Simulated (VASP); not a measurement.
# Co (P6_3/mmc) in VASP: notebook

The runs below take Co through single point, with LDA, PBEsol.

Program: VASP 6.6.1. These are calculated values, not measurements. Logs are shortened: lines on timing, memory, paths and dates and some standing lists are left out, and cuts for length are marked.

**1. The cell of the first run**

Symmetry: P6_3/mmc, No. 194, hexagonal system. The conventional cell has a = 2.422 Å, b = 2.422 Å, c = 3.939 Å, α = 90.00°, β = 90.00°, γ = 120.00°. Within 3.2 Å of Co (site symmetry -6m2) lie 12 Co at 2.42 Å.

**2. Single point, LDA, collinear spin, ferromagnetic start (volume scaled by 0.94)**

INCAR

```
SYSTEM = Co
PREC = Accurate ; ENCUT = 520
EDIFF = 1E-6 ; ISMEAR = -1
SIGMA = 0.05 ; LREAL = .False.
LASPH = .True. ; NELM = 150
ALGO = Normal ; ISIF = 2
LWAVE = .False. ; LCHARG = .False.
ISPIN = 2 ; MAGMOM = 2 2
LORBIT = 11 ; LMAXMIX = 4
GGA = CA ; NBANDS = 20
```

KPOINTS

```
regular mesh
0
Gamma
  12 12 7
  0 0 0
```

POSCAR

```
Co
1.0
    2.4215367659      0.0000000000      0.0000000000
   -1.2107683830      2.0971123555      0.0000000000
    0.0000000000      0.0000000000      3.9390568819
Co
2
Direct
    0.6666666667      0.3333333333      0.7500000000
    0.3333333333      0.6666666667      0.2500000000
```

Potentials or basis: VASP PAW LDA potentials, release 64 (Co).

On the command line:

```console
$ cat potpaw_LDA.64/Co/POTCAR > POTCAR
$ mpirun -np 1 vasp_std > vasp.out
```

OUTCAR:

```text
SYSTEM = Co
   PREC = Accurate
   ENCUT = 520
   EDIFF = 1E-6
   ISMEAR = -1
   LREAL = .False.
   LASPH = .True.
   NELM = 150
   ISIF = 2
   ISPIN = 2
   LORBIT = 11
   GGA = CA

 ion  position               nearest neighbor table
   1  0.667  0.333  0.750-   2 2.42   2 2.42   2 2.42   2 2.42   2 2.42   2 2.42
   2  0.333  0.667  0.250-   1 2.42   1 2.42   1 2.42   1 2.42   1 2.42   1 2.42

  LATTYP: Found a hexagonal cell.
 ALAT       =     2.4215367659
 C/A-ratio  =     1.6266764715

  Lattice vectors:

 A1 = (   2.4215367659,   0.0000000000,   0.0000000000)
 A2 = (  -1.2107683830,   2.0971123555,   0.0000000000)
 A3 = (   0.0000000000,   0.0000000000,   3.9390568819)

Analysis of symmetry for initial positions (statically):
=====================================================================
 Subroutine PRICEL returns:
 Original cell was already a primitive cell.

 Routine SETGRP: Setting up the symmetry group for a
 hexagonal supercell.

 Subroutine GETGRP returns: Found 24 space group operations
 (whereof 12 operations were pure point group operations)
 out of a pool of 24 trial point group operations.

The static configuration has the point symmetry D_3d.
 The point group associated with its full space group is D_6h.

Analysis of symmetry for dynamics (positions and initial velocities):
=====================================================================
 Subroutine PRICEL returns:
 Original cell was already a primitive cell.

 Routine SETGRP: Setting up the symmetry group for a
 hexagonal supercell.

 Subroutine GETGRP returns: Found 24 space group operations
 (whereof 12 operations were pure point group operations)
 out of a pool of 24 trial point group operations.

The dynamic configuration has the point symmetry D_3d.
 The point group associated with its full space group is D_6h.

Analysis of structural, dynamic, and magnetic symmetry:
=====================================================================
 Subroutine PRICEL returns:
 Original cell was already a primitive cell.

 Routine SETGRP: Setting up the symmetry group for a
 hexagonal supercell.

 Subroutine GETGRP returns: Found 24 space group operations
 (whereof 12 operations were pure point group operations)
 out of a pool of 24 trial point group operations.

The overall configuration has the point symmetry D_3d.
 The point group associated with its full space group is D_6h.

 Subroutine INISYM returns: Found 24 space group operations
 (whereof 12 operations are pure point group operations),
 and found     1 'primitive' translations

----------------------------------------------------------------------------------------

                                     Primitive cell

  volume of cell :      20.0035

  direct lattice vectors                    reciprocal lattice vectors
     2.421536766  0.000000000  0.000000000     0.412960899  0.238423086  0.000000000
    -1.210768383  2.097112356  0.000000000     0.000000000  0.476846172  0.000000000
     0.000000000  0.000000000  3.939056882     0.000000000  0.000000000  0.253867875

  length of vectors
     2.421536766  2.421536766  3.939056882     0.476846172  0.476846172  0.253867875

  position of ions in fractional coordinates (direct lattice)
     0.666666667  0.333333333  0.750000000
     0.333333333  0.666666667  0.250000000

  ion indices of the primitive-cell ions
   primitive index   ion index
                 1           1
                 2           2

----------------------------------------------------------------------------------------

 KPOINTS: regular mesh

Automatic generation of k-mesh.
 Grid dimensions read from file:
 generate k-points for:   12   12    7

 Generating k-lattice:

  Cartesian coordinates                     Fractional coordinates (reciprocal lattice)
     0.034413408  0.019868591  0.000000000     0.083333333  0.000000000  0.000000000
     0.000000000  0.039737181  0.000000000     0.000000000  0.083333333  0.000000000
     0.000000000  0.000000000  0.036266839     0.000000000  0.000000000  0.142857143

  Length of vectors
     0.039737181  0.039737181  0.036266839

  Shift w.r.t. Gamma in fractional coordinates (k-lattice)
     0.000000000  0.000000000  0.000000000

 Subroutine IBZKPT returns following result:
 ===========================================

 Found     76 irreducible k-points:

 Following reciprocal coordinates:
            Coordinates               Weight
  0.000000  0.000000  0.000000      1.000000
  0.083333  0.000000  0.000000      6.000000
  0.166667  0.000000  0.000000      6.000000
  0.250000  0.000000  0.000000      6.000000
  0.333333  0.000000  0.000000      6.000000
  0.416667  0.000000  0.000000      6.000000
[... 16 lines left out ...]
  0.250000  0.000000  0.142857     12.000000
  0.333333  0.000000  0.142857     12.000000
 [... further k-points ...]
   k-points           NKPTS =     76   k-points in BZ     NKDIM =     76   number of bands    NBANDS=     20
   number of dos      NEDOS =    301   number of ions     NIONS =      2
   total plane-waves  NPLWV =   9720
   dimension x,y,z NGX =    18 NGY =   18 NGZ =   30
   dimension x,y,z NGXF=    36 NGYF=   36 NGZF=   60
   ions per type =               2
   NGX,Y,Z   is equivalent  to a cutoff of  12.36, 12.36, 12.66 a.u.
   NGXF,Y,Z  is equivalent  to a cutoff of  24.72, 24.72, 25.32 a.u.
 SYSTEM =  Co
   PREC   = accura    normal or accurate (medium, high low for compatibility)
   ISTART =      0    job   : 0-new  1-cont  2-samecut
   ICHARG =      2    charge: 1-file 2-atom 10-const
   ISPIN  =      2    spin polarized calculation?
   LNONCOLLINEAR =      F non collinear calculations
   LSORBIT =      F    spin-orbit coupling
   LASPH  =      T    aspherical Exc in radial PAW
   ENCUT  =  520.0 eV  38.22 Ry    6.18 a.u.   4.50  4.50  7.32*2*pi/ulx,y,z
   NELM   =    150;   NELMIN=  2; NELMDL= -5     # of ELM steps
   EDIFF  = 0.1E-05   stopping-criterion for ELM
   LREAL  =      F    real-space projection
   EDIFFG = 0.1E-04   stopping-criterion for IOM
   NSW    =      0    number of steps for IOM
   IBRION =     -1    ionic relax: 0-MD 1-quasi-New 2-CG
   NFREE  =      0    steps in history (QN), initial steepest desc. (CG)
   ISIF   =      2    stress and relaxation
   ISYM   =      2    0-nonsym 1-usesym 2-fastsym
   POTIM  = 0.5000    time-step for ionic-motion
   TEBEG  =    0.0;   TEEND  =   0.0 temperature during run
   PSTRESS=    0.0 pullay stress
   NELECT =      18.0000    total number of electrons
   NUPDOWN=      -1.0000    fix difference up-down
   EMIN   =  10.00;   EMAX   =-10.00  energy-range for DOS
   EFERMI =   0.00;   METHOD = LEGACY
   ISMEAR =    -1;   SIGMA  =   0.05  broadening in eV -4-tet -1-fermi 0-gaus
   EFERMI_NEDOS =   21; number of points for ismear=-14 and -15
   IALGO  =     38    algorithm
   IMIX   =      4    mixing-type and parameters
     AMIX     =   0.40;   BMIX     =  1.00
     AMIX_MAG =   1.60;   BMIX_MAG =  1.00
  volume/ion in A,a.u.               =      10.00        67.49
  Fermi-wavevector in a.u.,A,eV,Ry     =   1.580510  2.986731 33.987527  2.498013
  Thomas-Fermi vector in A             =   2.680727
   LORBIT       =     11    0 simple, 1 ext, 2 COOP (PROOUT), +10 PAW based schemes
   GGA     = CA    functional components
   LHFCALC =     F    Hartree Fock is set to
   AEXX    =    0.0000 exact exchange contribution
   IVDW    =     0    specifies the selected vdW correction
   LEPSILON=     F    determine dielectric tensor
   LRPA    =     F    only Hartree local field effects (RPA)
 spin polarized calculation
  energy-cutoff  :      520.00
  volume of cell :       20.00
 maximum number of plane-waves:       557
 NGX is ok and might be reduce to    18
   NGX =  9   NGY =  9   NGZ = 15

 number of electron      17.9999992 magnetization       2.9608942

 Free energy of the ion-electron system (eV)
  ---------------------------------------------------
  ext. energy  EPLUGINS =         0.00000000
  ---------------------------------------------------
  free energy    TOTEN  =       -16.25790352 eV

  energy without entropy =      -16.24383333  energy(sigma->0) =      -16.25086843

 E-fermi :  11.0955     XC(G=0): -14.2222

 val. band max:       11.0864799455   @ k =   0.3333   0.0000   0.4286
 cond. band min:      11.1156638751   @ k =   0.0000   0.0000   0.0000
 fundamental gap:      0.0291839296
 Fermi energy:        11.0954772249

 spin component 1

 k-point     1 :       0.0000    0.0000    0.0000
  band No.  band energies     occupation
      1       1.7299      1.00000
      2       5.6583      1.00000
      3       8.4991      1.00000
      4       8.5656      1.00000
      5       8.5656      1.00000
      6       8.9223      1.00000
[... 12 lines left out ...]
     19      38.5617      0.00000
     20      38.5617      0.00000

 k-point     2 :       0.0833    0.0000    0.0000
  band No.  band energies     occupation
      1       1.9899      1.00000
      2       5.8215      1.00000
      3       8.2794      1.00000
      4       8.6964      1.00000
      5       8.7421      1.00000
      6       8.8642      1.00000
[... 12 lines left out ...]
     19      39.5773      0.00000
     20      41.0322      0.00000

 k-point     3 :       0.1667    0.0000    0.0000
  band No.  band energies     occupation
      1       2.7394      1.00000
      2       6.2246      1.00000
      3       7.9684      1.00000
      4       8.2806      1.00000
      5       8.6539      1.00000
      6       9.0662      1.00000
[... 12 lines left out ...]
     19      38.9184      0.00000
     20      41.2979      0.00000

 k-point     4 :       0.2500    0.0000    0.0000
  band No.  band energies     occupation
      1       3.8638      1.00000
      2       6.5431      1.00000
      3       7.4624      1.00000
      4       7.7786      1.00000
      5       8.5363      1.00000
      6       8.8321      1.00000
[... 429 lines left out ...]
 k-point    23 :       0.2500    0.0000    0.1429
  band No.  band energies     occupation
      1       4.0271      1.00000
      2       6.5855      1.00000
      3       7.3392      1.00000
      4       7.8261      1.00000
      5       8.4041      1.00000
      6       8.8625      1.00000
[... 12 lines left out ...]
     19      37.4566      0.00000
     20      38.6523      0.00000

 k-point    24 :       0.3333    0.0000    0.1429
  band No.  band energies     occupation
      1       5.1374      1.00000
      2       6.4889      1.00000
      3       6.9061      1.00000
      4       7.7686      1.00000
      5       8.5950      1.00000
      6       8.6907      1.00000
[... 12 lines left out ...]
     19      35.6757      0.00000
     20      37.3004      0.00000

 [... further k-points ...]

 spin component 2

 k-point     1 :       0.0000    0.0000    0.0000
  band No.  band energies     occupation
      1       1.9167      1.00000
      2       6.5140      1.00000
      3       9.8607      1.00000
      4       9.9181      1.00000
      5       9.9181      1.00000
      6      10.3182      1.00000
[... 12 lines left out ...]
     19      38.9878      0.00000
     20      38.9878      0.00000

 k-point     2 :       0.0833    0.0000    0.0000
  band No.  band energies     occupation
      1       2.1778      1.00000
      2       6.6926      1.00000
      3       9.6009      1.00000
      4      10.0582      1.00000
      5      10.1195      1.00000
      6      10.2468      1.00000
[... 12 lines left out ...]
     19      39.7179      0.00000
     20      41.4500      0.00000

 k-point     3 :       0.1667    0.0000    0.0000
  band No.  band energies     occupation
      1       2.9342      1.00000
      2       7.1455      1.00000
      3       9.2284      1.00000
      4       9.2497      1.00000
      5       9.9979      1.00000
      6      10.4560      1.00000
[... 12 lines left out ...]
     19      39.1939      0.00000
     20      41.7126      0.00000

 k-point     4 :       0.2500    0.0000    0.0000
  band No.  band energies     occupation
      1       4.0898      1.00000
      2       7.5568      1.00000
      3       8.4545      1.00000
      4       8.9334      1.00000
      5       9.8351      1.00000
      6      10.2355      1.00000
[... 429 lines left out ...]
 k-point    23 :       0.2500    0.0000    0.1429
  band No.  band energies     occupation
      1       4.2637      1.00000
      2       7.5442      1.00000
      3       8.3207      1.00000
      4       8.9853      1.00000
      5       9.7132      1.00000
      6      10.2646      1.00000
[... 12 lines left out ...]
     19      37.9042      0.00000
     20      39.0774      0.00000

 k-point    24 :       0.3333    0.0000    0.1429
  band No.  band energies     occupation
      1       5.5264      1.00000
      2       7.5152      1.00000
      3       7.9027      1.00000
      4       8.8649      1.00000
      5       9.8368      1.00000
      6      10.0763      1.00000
[... 12 lines left out ...]
     19      36.1578      0.00000
     20      37.7240      0.00000

 [... further k-points ...]
[... 5 lines left out ...]
  --------------------------------------------------------------------------------------
  -------------------------------------------------------------------------------------
  Total       -0.0141850     -0.0141850     -0.3879726      0.0000000      0.0000000      0.0000000
  in kB       -1.1361455     -1.1361455    -31.0746793      0.0000000      0.0000000      0.0000000
  external PRESSURE =     -11.1156567 kB  Pullay stress =       0.0000000 kB

 VOLUME and BASIS-vectors are now :
 -----------------------------------------------------------------------------
  energy-cutoff  :      520.00
  volume of cell :       20.00
      direct lattice vectors                 reciprocal lattice vectors
     2.421536766  0.000000000  0.000000000     0.412960899  0.238423086  0.000000000
    -1.210768383  2.097112356  0.000000000     0.000000000  0.476846172  0.000000000
     0.000000000  0.000000000  3.939056882     0.000000000  0.000000000  0.253867875

 POSITION                                       TOTAL-FORCE (eV/Angst)
 -----------------------------------------------------------------------------------
      1.21077      0.69904      2.95429        -0.000000      0.000000      0.000000
     -0.00000      1.39807      0.98476         0.000000     -0.000000      0.000000
 -----------------------------------------------------------------------------------
    total drift:                               -0.000000      0.000000     -0.000000

  FREE ENERGIE OF THE ION-ELECTRON SYSTEM (eV)
  ---------------------------------------------------
  free  energy   TOTEN  =       -16.2579035243 eV

  energy  without entropy=      -16.2438333302  energy(sigma->0) =      -16.25086843

 total charge

# of ion       s       p       d       tot
------------------------------------------
    1        0.523   0.590   7.339   8.452
    2        0.523   0.590   7.339   8.452
--------------------------------------------------
tot          1.046   1.180  14.678  16.904

 magnetization (x)

# of ion       s       p       d       tot
------------------------------------------
    1       -0.013  -0.038   1.524   1.473
    2       -0.013  -0.038   1.524   1.473
--------------------------------------------------
tot         -0.026  -0.076   3.049   2.947
```

Wall time 22 s (1 thread of Intel Xeon 6975P-C (Granite Rapids), shared host); peak memory 0.15 GiB.

Results:

```
Free energy                                           : -16.2579 eV
Pressure                                              : -1.1 GPa
Net moment                                            : 2.96 μB per cell
Site moments                                          : Co +1.47 μB
Valence electrons inside the program's atomic spheres : Co 8.45
```

Stress tensor (GPa, compression positive):
```
-0.11  0.00  0.00
 0.00 -0.11  0.00
 0.00  0.00 -3.11
```

(Part 1 of 2 ends here.)
